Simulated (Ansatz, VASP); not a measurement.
## One calculation of TePb, two programs

```xyz
2
Lattice="0.0000 3.2529 3.2529 3.2529 0.0000 3.2529 3.2529 3.2529 0.0000" Properties=species:S:1:pos:R:3 pbc="T T T"
Te    3.2529    3.2529    3.2529
Pb    0.0000    0.0000    0.0000
```

Alike in both runs: task single point; functional PBE; k mesh 8 × 8 × 8; occupations gaussian, width 0.02 eV; no spin polarisation.

```csv
,VASP,Ansatz
version,VASP 6.6.1,Ansatz 0.2.0
potentials or method,"VASP PAW PBE potentials, release 64 (Te, Pb_d), cutoff 500 eV","scalar-relativistic, plane waves, PAW"
valence electrons in the cell,20,30
```

|  | VASP | Ansatz | Ansatz less VASP |
| --- | --- | --- | --- |
| gap on the k mesh at the Fermi level (eV) | 0.78 | 0.77 | -0.005 |
| least direct gap on the mesh (eV) | 0.78 | 0.77 | -0.005 |
| pressure (GPa) | 1.1 | 1.2 | +0.06 |

The functional is the same, so the differences come from potentials, cutoffs and numerics. VASP's potentials hold 20 valence electrons a cell and Ansatz's 30, so a difference there can come from the potentials and not from the codes.

Spin-orbit coupling is off throughout.
